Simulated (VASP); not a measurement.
Wanted: the native input for a VASP 6.6.1 run.

```yaml
Task: relaxation of cell and atoms
Functional: PBE
Potentials_or_basis: VASP PAW PBE potentials, release 64 (Re, Rh_pv, O)
Cutoff: 600 eV
k_mesh: 6 × 6 × 4
Occupations: gaussian, width 0.1 eV
Spin: no spin polarisation
Dipole_correction: no
Further_INCAR_settings: ALGO = Fast; EDIFF = 1e-06; IBRION = 2; EDIFFG = -0.04; NSW = 90; ISIF = 3
```

The structure of ReRhO lies in POSCAR:

```
ReRhO
1.0
    2.9488103508      0.0000000000      0.0000000000
    0.0000000000      2.9488103508      0.0000000000
    0.0000000000      0.0000000000      4.2874529329
Re Rh O
1 1 1
Direct
    0.0000000000      0.0000000000      0.5000000000
    0.5000000000      0.5000000000      0.0000000000
    0.5000000000      0.5000000000      0.5000000000
```

The cell was generated, and may not be a known phase.

The input as run:

INCAR

```
PREC = Accurate
ENCUT = 600
EDIFF = 1E-6
ISMEAR = 0
SIGMA = 0.1
LREAL = F
LASPH = T
NELM = 80
ALGO = Fast
ISIF = 3
LWAVE = F
LCHARG = F
GGA = PE
IBRION = 2
NSW = 90
EDIFFG = -0.04
```

KPOINTS

```
regular mesh
0
Gamma
  6 6 4
```

Potentials or basis: VASP PAW PBE potentials, release 64 (Re, Rh_pv, O).

Command:

```sh
$ cat potpaw_PBE.64/Re/POTCAR potpaw_PBE.64/Rh_pv/POTCAR potpaw_PBE.64/O/POTCAR > POTCAR
$ mpirun -np 1 vasp_std > vasp.out
```

It gave:

| Quantity | Value |
| --- | --- |
| Relaxed volume | 12.51 Å³/atom |
| Relaxed cell | a = 2.997 Å, b = 2.997 Å, c = 4.178 Å, α = 90.00°, β = 90.00°, γ = 90.00° |
| Space group after relaxing (to 0.1 Å) | P4/mmm (No. 123) |
| Energy gained by relaxing | 10.6 meV/atom |
| Ionic steps | 5 |
| Pressure after relaxing | 0.0 GPa |

Caveat: the k points lie up to 0.38 Å⁻¹ apart in the final cell; the highest band is partly filled, so the run has too few bands.

Run time: 4.4 min on 1 thread of Oxide Virtual Turin-like Processor (shared host), peak memory 0.15 GiB.
